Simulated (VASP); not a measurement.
Wanted: the native input for a VASP 6.6.1 run.

```yaml
Task: single point
Functional: PBEsol
Potentials_or_basis: VASP PAW PBE potentials, release 64 (Al, Sc_sv, N)
Cutoff: 520 eV
k_mesh: 8 × 8 × 4
Occupations: gaussian, width 0.02 eV
Spin: no spin polarisation
Dipole_correction: no
Further_INCAR_settings: ALGO = Normal; EDIFF = 1e-07; NBANDS = 44
```

The structure of ScAl2N3 lies in POSCAR:

```
ScAl2N3
1.0
    5.8126990142     -1.6215823691      0.0929235866
    5.8126990142      1.6215823691      0.0929235866
   -1.8042556577      0.0000000000      7.3673001509
Al Sc N
4 2 6
Direct
    0.9466279285      0.9466279285      0.3897952287
    0.8873364809      0.8873364809      0.7752448185
    0.2234523363      0.2234523363      0.4402602170
    0.5556394674      0.5556394674      0.1197389157
    0.2856359621      0.2856359621      0.0540750427
    0.6080912906      0.6080912906      0.7150053515
    0.1452653869      0.1452653869      0.1869953340
    0.4733505828      0.4733505828      0.8632342491
    0.8171642861      0.8171642861      0.5162554900
    0.7634546681      0.7634546681      0.8945407547
    0.0930294060      0.0930294060      0.5528568023
    0.4363172044      0.4363172044      0.2567987855
```

The input as run:

INCAR

```
PREC = Accurate ; ENCUT = 520
EDIFF = 1E-7 ; ISMEAR = 0
SIGMA = 0.02 ; LREAL = False
LASPH = True ; NELM = 100
ALGO = Normal ; ISIF = 2
LWAVE = False ; LCHARG = True
GGA = PS ; LELF = True
LVHAR = True ; NBANDS = 44
```

KPOINTS

```
Automatic mesh
0
Gamma
  8 8 4
```

Potentials or basis: VASP PAW PBE potentials, release 64 (Al, Sc_sv, N).

The run is started by

```sh
$ cat potpaw_PBE.64/Al/POTCAR potpaw_PBE.64/Sc_sv/POTCAR potpaw_PBE.64/N/POTCAR > POTCAR
$ mpirun -np 1 vasp_std > vasp.out
```

It gave:

| Item | Value |
| --- | --- |
| Pressure | 0.3 GPa |
| Largest force | 0.067 eV/Å |
| Band gap on the k mesh | 3.53 eV, indirect (least direct gap 3.60 eV) |

Caveat: the PAW data sets were made with another functional, which shifts forces and pressure a little.

It took 12 min on 1 thread of Intel(R) Xeon(R) Platinum 8375C CPU @ 2.90GHz (Ice Lake), with other jobs on the host, peak memory 0.59 GiB.
